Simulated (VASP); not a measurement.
Input of a VASP 6.6.1 run:

File INCAR:

```
SYSTEM = ZnS
PREC     = Accurate       ! precision mode
ENCUT    = 520            ! plane-wave cutoff, eV
EDIFF    = 1E-6           ! SCF threshold, eV
ISMEAR   = 0              ! smearing method
SIGMA    = 0.02           ! smearing width, eV
LREAL    = .FALSE.        ! projectors in reciprocal space
LASPH    = .TRUE.         ! aspherical terms in the spheres
NELM     = 100            ! most SCF steps
ALGO     = Normal         ! electronic algorithm
ISIF     = 2              ! what is computed and relaxed
LWAVE    = .FALSE.        ! write WAVECAR
LCHARG   = .FALSE.        ! write CHGCAR
GGA      = PS             ! functional
NBANDS   = 26             ! bands
```

The input KPOINTS:

```
regular mesh
0
G
  12 12 6
  0 0 0
```

Contents of POSCAR:

```
ZnS
1.0
    3.7820315035      0.0000000000      0.0000000000
   -1.8910157517      3.2753353599      0.0000000000
    0.0000000000      0.0000000000      6.2069018487
Zn S
2 2
Direct
    0.6666666667      0.3333333333      0.5004434879
    0.3333333333      0.6666666667      1.0004434879
    0.3333333333      0.6666666667      0.3745555121
    0.6666666667      0.3333333333      0.8745555121
```

Potentials or basis: VASP PAW PBE potentials, release 64 (Zn, S).

Launch:

```sh
$ cat potpaw_PBE.64/Zn/POTCAR potpaw_PBE.64/S/POTCAR > POTCAR
$ mpirun -np 1 vasp_std > vasp.out
```

Task: Predict the band gap on the k mesh.

Result: 2.16 eV, direct.

Task: Estimate the pressure.

Result: 0.3 GPa.

Forces in eV/Å, atoms in the order of the input:
```
Zn   0.000  0.000 -0.002
Zn   0.000  0.000 -0.002
S    0.000  0.000  0.002
S    0.000  0.000  0.002
```

Caveat: the PAW data sets were made with another functional, which shifts forces and pressure a little. A hybrid or GW would open this gap; PBEsol tends to underestimate it.
